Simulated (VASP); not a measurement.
# CaAl2Ge2 (P-3m1) in VASP: notebook

CaAl2Ge2 is run at these levels: LDA; tasks: single point.

Program: VASP 6.6.1. These are calculated values, not measurements. Logs are shortened: lines on timing, memory, paths and dates and some standing lists are left out, and cuts for length are marked.

## 1. The cell of the first run

Symmetry: P-3m1, No. 164, trigonal system. The conventional cell has a = 4.244 Å, b = 4.244 Å, c = 7.294 Å, α = 90.00°, β = 90.00°, γ = 120.00°. Ca (site symmetry -3m) has 6 Ge at 3.11 Å and 6 Al at 3.65 Å and 6 Ca at 4.24 Å within 4.3 Å. Within 3.4 Å of Al (site symmetry 3m) lie 4 Ge at 2.58 to 2.68 Å and 3 Al at 3.09 Å. Ge (site symmetry 3m) has 4 Al at 2.58 to 2.68 Å and 3 Ca at 3.11 Å within 3.4 Å.

## 2. Single point, LDA

INCAR reads:

```
SYSTEM = CaAl2Ge2
  PREC = Accurate
  ENCUT = 520
  EDIFF = 1E-6
  ISMEAR = -1
  SIGMA = 0.1
  LREAL = .FALSE.
  LASPH = .TRUE.
  NELM = 100
  ALGO = Normal
  ISIF = 2
  LWAVE = .FALSE.
  LCHARG = .FALSE.
  GGA = CA
  NBANDS = 30
```

KPOINTS reads:

```
Automatic mesh
0
G
  6 6 4
  0 0 0
```

POSCAR reads:

```
CaAl2Ge2
1.0
    4.2443695464      0.0000000000      0.0000000000
   -2.1221847732      3.6757364406      0.0000000000
    0.0000000000      0.0000000000      7.2943717340
Ca Al Ge
1 2 2
Direct
    0.0000000000      0.0000000000      0.0000000000
    0.3333333333      0.6666666667      0.6293000000
    0.6666666667      0.3333333333      0.3707000000
    0.3333333333      0.6666666667      0.2621700000
    0.6666666667      0.3333333333      0.7378300000
```

Potentials or basis: VASP PAW LDA potentials, release 64 (Ca_sv, Al, Ge_d).

Command:

```
$ cat potpaw_LDA.64/Ca_sv/POTCAR potpaw_LDA.64/Al/POTCAR potpaw_LDA.64/Ge_d/POTCAR > POTCAR
$ mpirun -np 1 vasp_std > vasp.out
```

OUTCAR:

```text
SYSTEM = CaAl2Ge2
   PREC = Accurate
   ENCUT = 520
   EDIFF = 1E-6
   ISMEAR = -1
   LREAL = .FALSE.
   LASPH = .TRUE.
   NELM = 100
   ISIF = 2
   GGA = CA

 ion  position               nearest neighbor table
   1  0.000  0.000  0.000-
   2  0.333  0.667  0.629-   5 2.58   5 2.58   5 2.58   4 2.68   3 3.09   3 3.09   3 3.09
   3  0.667  0.333  0.371-   4 2.58   4 2.58   4 2.58   5 2.68   2 3.09   2 3.09   2 3.09
   4  0.333  0.667  0.262-   3 2.58   3 2.58   3 2.58   2 2.68
   5  0.667  0.333  0.738-   2 2.58   2 2.58   2 2.58   3 2.68

  LATTYP: Found a hexagonal cell.
 ALAT       =     4.2443695464
 C/A-ratio  =     1.7185995833

  Lattice vectors:

 A1 = (   4.2443695464,   0.0000000000,   0.0000000000)
 A2 = (  -2.1221847732,   3.6757364406,   0.0000000000)
 A3 = (   0.0000000000,   0.0000000000,   7.2943717340)

Analysis of symmetry for initial positions (statically):
=====================================================================
 Subroutine PRICEL returns:
 Original cell was already a primitive cell.

 Routine SETGRP: Setting up the symmetry group for a
 hexagonal supercell.

 Subroutine GETGRP returns: Found 12 space group operations
 (whereof 12 operations were pure point group operations)
 out of a pool of 24 trial point group operations.

The static configuration has the point symmetry D_3d.

Analysis of symmetry for dynamics (positions and initial velocities):
=====================================================================
 Subroutine PRICEL returns:
 Original cell was already a primitive cell.

 Routine SETGRP: Setting up the symmetry group for a
 hexagonal supercell.

 Subroutine GETGRP returns: Found 12 space group operations
 (whereof 12 operations were pure point group operations)
 out of a pool of 24 trial point group operations.

The dynamic configuration has the point symmetry D_3d.

 Subroutine INISYM returns: Found 12 space group operations
 (whereof 12 operations are pure point group operations),
 and found     1 'primitive' translations

----------------------------------------------------------------------------------------

                                     Primitive cell

  volume of cell :     113.8008

  direct lattice vectors                    reciprocal lattice vectors
     4.244369546  0.000000000  0.000000000     0.235606252  0.136027163  0.000000000
    -2.122184773  3.675736441  0.000000000     0.000000000  0.272054326  0.000000000
     0.000000000  0.000000000  7.294371734     0.000000000  0.000000000  0.137091999

  length of vectors
     4.244369546  4.244373522  7.294371734     0.272054581  0.272054326  0.137091999

  position of ions in fractional coordinates (direct lattice)
     0.000000000  0.000000000  0.000000000
     0.333333333  0.666666667  0.629300000
     0.666666667  0.333333333  0.370700000
     0.333333333  0.666666667  0.262170000
     0.666666667  0.333333333  0.737830000

  ion indices of the primitive-cell ions
   primitive index   ion index
                 1           1
                 2           2
                 3           3
                 4           4
                 5           5

----------------------------------------------------------------------------------------

 KPOINTS: Automatic mesh

Automatic generation of k-mesh.
 Grid dimensions read from file:
 generate k-points for:    6    6    4

 Generating k-lattice:

  Cartesian coordinates                     Fractional coordinates (reciprocal lattice)
     0.039267709  0.022671194  0.000000000     0.166666667  0.000000000  0.000000000
     0.000000000  0.045342388  0.000000000     0.000000000  0.166666667  0.000000000
     0.000000000  0.000000000  0.034273000     0.000000000  0.000000000  0.250000000

  Length of vectors
     0.045342430  0.045342388  0.034273000

  Shift w.r.t. Gamma in fractional coordinates (k-lattice)
     0.000000000  0.000000000  0.000000000

 Subroutine IBZKPT returns following result:
 ===========================================

 Found     24 irreducible k-points:

 Following reciprocal coordinates:
            Coordinates               Weight
  0.000000  0.000000  0.000000      1.000000
  0.166667 -0.000000  0.000000      6.000000
  0.333333 -0.000000  0.000000      6.000000
  0.500000  0.000000  0.000000      3.000000
  0.166667  0.166667  0.000000      6.000000
  0.333333  0.166667  0.000000     12.000000
[... 16 lines left out ...]
  0.333333  0.166667  0.500000     12.000000
  0.333333  0.333333  0.500000      2.000000
   k-points           NKPTS =     24   k-points in BZ     NKDIM =     24   number of bands    NBANDS=     30
   number of dos      NEDOS =    301   number of ions     NIONS =      5
   total plane-waves  NPLWV =  55296
   dimension x,y,z NGX =    32 NGY =   32 NGZ =   54
   dimension x,y,z NGXF=    64 NGYF=   64 NGZF=  108
   ions per type =               1   2   2
   NGX,Y,Z   is equivalent  to a cutoff of  12.53, 12.53, 12.31 a.u.
   NGXF,Y,Z  is equivalent  to a cutoff of  25.07, 25.07, 24.61 a.u.
 SYSTEM =  CaAl2Ge2
   PREC   = accura    normal or accurate (medium, high low for compatibility)
   ISTART =      0    job   : 0-new  1-cont  2-samecut
   ICHARG =      2    charge: 1-file 2-atom 10-const
   ISPIN  =      1    spin polarized calculation?
   LNONCOLLINEAR =      F non collinear calculations
   LSORBIT =      F    spin-orbit coupling
   LASPH  =      T    aspherical Exc in radial PAW
   ENCUT  =  520.0 eV  38.22 Ry    6.18 a.u.   7.89  7.89 13.56*2*pi/ulx,y,z
   NELM   =    100;   NELMIN=  2; NELMDL= -5     # of ELM steps
   EDIFF  = 0.1E-05   stopping-criterion for ELM
   LREAL  =      F    real-space projection
   EDIFFG = 0.1E-04   stopping-criterion for IOM
   NSW    =      0    number of steps for IOM
   IBRION =     -1    ionic relax: 0-MD 1-quasi-New 2-CG
   NFREE  =      0    steps in history (QN), initial steepest desc. (CG)
   ISIF   =      2    stress and relaxation
   ISYM   =      2    0-nonsym 1-usesym 2-fastsym
   POTIM  = 0.5000    time-step for ionic-motion
   TEBEG  =    0.0;   TEEND  =   0.0 temperature during run
   PSTRESS=    0.0 pullay stress
   NELECT =      44.0000    total number of electrons
   NUPDOWN=      -1.0000    fix difference up-down
   EMIN   =  10.00;   EMAX   =-10.00  energy-range for DOS
   EFERMI =   0.00;   METHOD = LEGACY
   ISMEAR =    -1;   SIGMA  =   0.10  broadening in eV -4-tet -1-fermi 0-gaus
   EFERMI_NEDOS =   21; number of points for ismear=-14 and -15
   IALGO  =     38    algorithm
   IMIX   =      4    mixing-type and parameters
     AMIX     =   0.40;   BMIX     =  1.00
     AMIX_MAG =   1.60;   BMIX_MAG =  1.00
  volume/ion in A,a.u.               =      22.76       153.59
  Fermi-wavevector in a.u.,A,eV,Ry     =   1.192643  2.253769 19.352900  1.422398
  Thomas-Fermi vector in A             =   2.328677
   LORBIT       =      0    0 simple, 1 ext, 2 COOP (PROOUT), +10 PAW based schemes
   GGA     = CA    functional components
   LHFCALC =     F    Hartree Fock is set to
   AEXX    =    0.0000 exact exchange contribution
   IVDW    =     0    specifies the selected vdW correction
   LEPSILON=     F    determine dielectric tensor
   LRPA    =     F    only Hartree local field effects (RPA)
 non-spin polarized calculation
  energy-cutoff  :      520.00
  volume of cell :      113.80
 maximum number of plane-waves:      3096
   NGX = 15   NGY = 15   NGZ = 27

 number of electron      43.9999993 magnetization

 Free energy of the ion-electron system (eV)
  ---------------------------------------------------
  ext. energy  EPLUGINS =         0.00000000
  ---------------------------------------------------
  free energy    TOTEN  =       -23.01862168 eV

  energy without entropy =      -22.98821322  energy(sigma->0) =      -23.00341745

 E-fermi :   4.6537     XC(G=0):  -9.7725

 val. band max:        4.6443927497   @ k =   0.0000   0.0000   0.2500
 cond. band min:       4.7127740858   @ k =   0.5000   0.0000   0.2500
 fundamental gap:      0.0683813361
 Fermi energy:         4.6536529275

 k-point     1 :       0.0000    0.0000    0.0000
  band No.  band energies     occupation
      1     -36.1531      2.00000
      2     -19.3755      2.00000
      3     -19.3755      2.00000
      4     -19.3745      2.00000
      5     -19.3745      2.00000
      6     -19.3687      2.00000
[... 22 lines left out ...]
     29       7.3999      0.00000
     30       7.5532      0.00000

 k-point     2 :       0.1667   -0.0000    0.0000
  band No.  band energies     occupation
      1     -36.1522      2.00000
      2     -19.3762      2.00000
      3     -19.3756      2.00000
      4     -19.3745      2.00000
      5     -19.3733      2.00000
      6     -19.3681      2.00000
[... 22 lines left out ...]
     29       7.7964      0.00000
     30       8.6198      0.00000

 k-point     3 :       0.3333   -0.0000    0.0000
  band No.  band energies     occupation
      1     -36.1505      2.00000
      2     -19.3772      2.00000
      3     -19.3754      2.00000
      4     -19.3749      2.00000
      5     -19.3715      2.00000
      6     -19.3671      2.00000
[... 22 lines left out ...]
     29       8.6843      0.00000
     30       9.4750      0.00000

 k-point     4 :       0.5000    0.0000    0.0000
  band No.  band energies     occupation
      1     -36.1496      2.00000
      2     -19.3776      2.00000
      3     -19.3753      2.00000
      4     -19.3752      2.00000
      5     -19.3707      2.00000
      6     -19.3666      2.00000
[... 616 lines left out ...]
     29       8.6237      0.00000
     30       8.6353      0.00000

 k-point    23 :       0.3333    0.1667    0.5000
  band No.  band energies     occupation
      1     -36.1496      2.00000
      2     -19.3778      2.00000
      3     -19.3749      2.00000
      4     -19.3738      2.00000
      5     -19.3723      2.00000
      6     -19.3664      2.00000
[... 22 lines left out ...]
     29       8.7659      0.00000
     30       9.2076      0.00000

 k-point    24 :       0.3333    0.3333    0.5000
  band No.  band energies     occupation
      1     -36.1492      2.00000
      2     -19.3769      2.00000
      3     -19.3751      2.00000
      4     -19.3751      2.00000
      5     -19.3714      2.00000
      6     -19.3658      2.00000
[... 22 lines left out ...]
     29       9.1554      0.00000
     30       9.1555      0.00000

------------------------ aborting loop because EDIFF is reached ----------------------------------------

  FORCE on cell =-STRESS in cart. coord.  units (eV):
  Direction    XX          YY          ZZ          XY          YZ          ZX
  --------------------------------------------------------------------------------------
  -------------------------------------------------------------------------------------
  Total       -3.6921885     -3.6921977     -4.3207614     -0.0000000     -0.0000000      0.0000000
  in kB      -51.9815236    -51.9816534    -60.8310646     -0.0000000     -0.0000000      0.0000000
  external PRESSURE =     -54.9314139 kB  Pullay stress =       0.0000000 kB

 VOLUME and BASIS-vectors are now :
 -----------------------------------------------------------------------------
  energy-cutoff  :      520.00
  volume of cell :      113.80
      direct lattice vectors                 reciprocal lattice vectors
     4.244369546  0.000000000  0.000000000     0.235606252  0.136027163  0.000000000
    -2.122184773  3.675736441  0.000000000     0.000000000  0.272054326  0.000000000
     0.000000000  0.000000000  7.294371734     0.000000000  0.000000000  0.137091999

 POSITION                                       TOTAL-FORCE (eV/Angst)
 -----------------------------------------------------------------------------------
      0.00000      0.00000      0.00000        -0.000000      0.000000      0.000000
     -0.00000      2.45049      4.59035         0.000000      0.000000     -0.034565
      2.12218      1.22525      2.70402        -0.000000      0.000000      0.034565
     -0.00000      2.45049      1.91237        -0.000000      0.000000      0.108536
      2.12218      1.22525      5.38201         0.000000     -0.000000     -0.108536
 -----------------------------------------------------------------------------------
    total drift:                               -0.000000      0.000000      0.000000

  FREE ENERGIE OF THE ION-ELECTRON SYSTEM (eV)
  ---------------------------------------------------
  free  energy   TOTEN  =       -23.0186216833 eV

  energy  without entropy=      -22.9882132214  energy(sigma->0) =      -23.00341745
```

It took 73 s on 1 thread of Intel Xeon Platinum 8488C (Sapphire Rapids), shared host; peak memory 0.24 GiB.

What came out:

```yaml
Free_energy: -23.0186 eV
Pressure: -5.5 GPa
Largest_force: 0.109 eV/Å
Band_gap_on_the_k_mesh: zero (bands 22 and 23 overlap by 0.43 eV)
```

Forces on the atoms (eV/Å):
```
Ca   0.000  0.000  0.000
Al   0.000  0.000 -0.035
Al   0.000  0.000  0.035
Ge   0.000  0.000  0.109
Ge   0.000  0.000 -0.109
```

Levels at points of the mesh, in eV from the Fermi level:
```csv
k point,band 20,band 21,band 22,band 23,band 24,band 25
"(0.00, 0.00, 0.00)",-0.17,0.33,0.33,0.54,1.37,1.84
"(0.50, 0.00, 0.00)",-2.30,-2.09,-1.17,-0.10,2.01,2.27
"(0.00, 0.00, 0.50)",-0.91,-0.37,-0.37,0.10,1.65,2.01
"(0.50, 0.00, 0.50)",-2.37,-1.02,-0.97,0.50,0.65,1.30
```

Caveat: the cell stands under tension.

(Part 1 of 2 ends here.)

The gap in the log of VASP goes by the Fermi energy; the results here count the filled bands.